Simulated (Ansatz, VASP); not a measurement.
**MgO in VASP and in Ansatz**

```
CELL_PARAMETERS angstrom
3.60354 0.00000 0.00000
-1.80177 3.12076 0.00000
0.00000 0.00000 4.04140
ATOMIC_POSITIONS crystal
Mg 0.66667 0.33333 0.75000
Mg 0.33333 0.66667 0.25000
O 0.66667 0.33333 0.25000
O 0.33333 0.66667 0.75000
```

Change from the starting cell: mode 8 frozen in at +0.000 Å, strain +e along z and -e/2 along x and y -0.0467.

Alike in both runs: task single point; functional PBE; k mesh 9 × 9 × 6; occupations gaussian, width 0.05 eV; no spin polarisation.

|  | VASP | Ansatz |
| --- | --- | --- |
| version | VASP 6.6.1 | Ansatz 0.2.0 |
| potentials or method | VASP PAW PBE potentials, release 64 (Mg, O), cutoff 520 eV | scalar-relativistic, plane waves, PAW |
| valence electrons in the cell | 16 | 32 |

```tsv
	VASP	Ansatz	Ansatz less VASP
gap on the k mesh at the Fermi level (eV)	3.37	3.39	+0.019
least direct gap on the mesh (eV)	3.37	3.39	+0.019
pressure (GPa)	1.3	1.9	+0.57
traceless stress, the component that is largest in VASP (GPa)	8.47	8.51	+0.040
```

VASP's potentials hold 16 valence electrons a cell and Ansatz's 32, so a difference there can come from the potentials and not from the codes.
